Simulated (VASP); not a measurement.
CsSnBr3, 5 atoms in the cell. Symmetry: Pm-3m, No. 221, cubic system. Conventional cell: a = 5.848 Å, b = 5.848 Å, c = 5.848 Å, α = 90.00°, β = 90.00°, γ = 90.00°. Within 5.4 Å of Cs (site symmetry m-3m) lie 12 Br at 4.13 Å and 8 Sn at 5.06 Å. Sn (site symmetry m-3m) has 6 Br at 2.92 Å within 3.9 Å. Br (site symmetry 4/mmm) has 2 Sn at 2.92 Å within 3.9 Å. 

```yaml
Program: VASP 6.6.1
Task: single point
Functional: PBE
Potentials_or_basis: VASP PAW PBE potentials, release 64 (Cs_sv, Sn_d, Br)
Cutoff: 500 eV
k_mesh: 4 × 4 × 4
Occupations: gaussian, width 0.01 eV
Spin: no spin polarisation
Dipole_correction: no
Further_INCAR_settings: ALGO = Normal; EDIFF = 1e-06; NBANDS = 30
```

Potentials or basis: VASP PAW PBE potentials, release 64 (Cs_sv, Sn_d, Br).

Command:

```console
$ cat potpaw_PBE.64/Cs_sv/POTCAR potpaw_PBE.64/Sn_d/POTCAR potpaw_PBE.64/Br/POTCAR > POTCAR
$ mpirun -np 1 vasp_std > vasp.out
```

Hardware: 1 thread of Intel(R) Xeon(R) 6975P-C (Granite Rapids), on a shared host.

Q: How long does it take, and how much memory?

A: Run time: 34 s on 1 thread of Intel(R) Xeon(R) 6975P-C (Granite Rapids), with other jobs on the host, peak memory 0.34 GiB. Counts: scf iterations 13, k points 10.
